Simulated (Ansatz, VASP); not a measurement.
# Two plane-wave programs on ZnS

```
Zn S
1.0
     3.78145    0.00000    0.00000
    -1.89072    3.27483    0.00000
     0.00000    0.00000    6.20871
Zn S
2 2
Direct
  0.33333 0.66667 0.00544
  0.66667 0.33333 0.50544
  0.33333 0.66667 0.37956
  0.66667 0.33333 0.87956
```

Alike in both runs: task single point; functional PBEsol; k mesh 9 × 9 × 6; occupations gaussian, width 0.05 eV; no spin polarisation.

|  | VASP | Ansatz |
| --- | --- | --- |
| version | VASP 6.6.1 | Ansatz 0.2.0 |
| potentials or method | VASP PAW PBE potentials, release 64 (Zn, S), cutoff 520 eV | scalar-relativistic, plane waves, PAW |
| valence electrons in the cell | 36 | 36 |

```tsv
	VASP	Ansatz	Ansatz less VASP
gap on the k mesh at the Fermi level (eV)	2.16	2.16	-0.005
least direct gap on the mesh (eV)	2.16	2.16	-0.005
pressure (GPa)	0.2	0.0	-0.21
```

VASP's potentials were made for PBE, not for PBEsol.
